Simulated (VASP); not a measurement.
Set up this calculation in VASP 6.6.1, as the native input.

```
Task                   : single point
Functional             : PBEsol
Potentials or basis    : VASP PAW PBE potentials, release 64 (Al, Ga_d, N)
Cutoff                 : 520 eV
k mesh                 : 8 × 5 × 3
Occupations            : gaussian, width 0.05 eV
Spin                   : no spin polarisation
Dipole correction      : no
Further INCAR settings : LREAL = Auto; ALGO = Normal; EDIFF = 1e-06; NBANDS = 76
```

The structure of AlGa3N4 lies in POSCAR:

```
AlGa3N4
1.0
    0.0000000000     -3.1649847989      0.0000000000
    0.0035856878      0.0000000000     -5.4784941327
   14.7847014275      0.0000000000      0.0031882695
Al Ga N
2 6 8
Direct
    0.5000000000      0.3329472110      0.5882618007
    0.5000000000      0.3327669743      0.2404461499
    0.5000000000      0.6651146318      0.0660212200
    0.5000000000      0.6652948685      0.4138368708
    0.0000000000      0.1684771957      0.0659901538
    0.0000000000      0.1686574324      0.4138058047
    0.0000000000      0.8339439357      0.2401881954
    0.0000000000      0.8341241724      0.5880038463
    0.5000000000      0.6602288793      0.6296745862
    0.5000000000      0.6600486427      0.2818589354
    0.0000000000      0.1739498712      0.6289710337
    0.0000000000      0.1737696346      0.2811553829
    0.0000000000      0.8338397923      0.1082206274
    0.0000000000      0.8340200289      0.4560362782
    0.5000000000      0.3327615186      0.1119731087
    0.5000000000      0.3329417553      0.4597887595
```

This cell differs from its parent crystal: the distance across one plane changed.

The input as run:

INCAR

```
SYSTEM = AlGa3N4
PREC = Accurate
ENCUT = 520
EDIFF = 1E-6
ISMEAR = 0
SIGMA = 0.05
LREAL = Auto
LASPH = .True.
NELM = 80
ALGO = Normal
ISIF = 2
LWAVE = .False.
LCHARG = .False.
GGA = PS
NBANDS = 76
```

KPOINTS

```
Automatic mesh
0
Gamma
  8 5 3
  0 0 0
```

Potentials or basis: VASP PAW PBE potentials, release 64 (Al, Ga_d, N).

Launch:

```bash
$ cat potpaw_PBE.64/Al/POTCAR potpaw_PBE.64/Ga_d/POTCAR potpaw_PBE.64/N/POTCAR > POTCAR
$ mpirun -np 1 vasp_std > vasp.out
```

Results of the run:

The pressure is -0.6 GPa and the largest force is 2.070 eV/Å. The band gap on the k mesh is zero (bands 62 and 63 overlap by 0.26 eV).

Caveat: the cell differs from its parent crystal (the distance across one plane changed); the PAW data sets were made with another functional, which shifts forces and pressure a little.

Run time: 27 min on 1 thread of Intel(R) Xeon(R) Platinum 8488C (Sapphire Rapids), on a shared host, peak memory 0.61 GiB.
